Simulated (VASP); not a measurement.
Wanted: the native input for a VASP 6.6.1 run.

```yaml
Task: single point
Functional: PBEsol
Potentials_or_basis: VASP PAW PBE potentials, release 64 (Cd, Te)
Cutoff: 520 eV
k_mesh: 12 × 12 × 12
Occupations: fermi-dirac, width 0.05 eV
Spin: no spin polarisation
Dipole_correction: no
Further_INCAR_settings: ALGO = Normal; EDIFF = 1e-06; NBANDS = 16
```

The structure of CdTe (zincblende type) lies in POSCAR:

```
CdTe
1.0
    0.0000000000      3.1788382311      3.1788382311
    3.1788382311      0.0000000000      3.1788382311
    3.1788382311      3.1788382311      0.0000000000
Cd Te
1 1
Direct
    0.0000000000      0.0000000000      0.0000000000
    0.2500000000      0.2500000000      0.2500000000
```

This cell differs from its parent crystal: volume scaled by 0.94.

These files were run (other wordings do the same):

INCAR

```
PREC = Accurate
ENCUT = 520
EDIFF = 1E-6
ISMEAR = -1
SIGMA = 0.05
LREAL = F
LASPH = T
NELM = 60
ALGO = Normal
ISIF = 2
LWAVE = F
LCHARG = T
GGA = PS
LELF = T
LVHAR = T
NBANDS = 16
```

KPOINTS

```
regular mesh
0
Gamma
  12 12 12
```

Potentials or basis: VASP PAW PBE potentials, release 64 (Cd, Te).

Run with:

```bash
$ cat potpaw_PBE.64/Cd/POTCAR potpaw_PBE.64/Te/POTCAR > POTCAR
$ mpirun -np 1 vasp_std > vasp.out
```

Results of the run:

The pressure is 3.1 GPa and the band gap on the k mesh is 0.84 eV, direct.

Caveat: the PAW data sets were made with another functional, which shifts forces and pressure a little; spin-orbit coupling is left out, which moves the levels of the heavy elements.

Wall time 59 s on 1 thread of Intel(R) Xeon(R) Platinum 8259CL CPU @ 2.50GHz (Skylake/Cascade Lake), with other jobs on the host, peak memory 0.25 GiB.
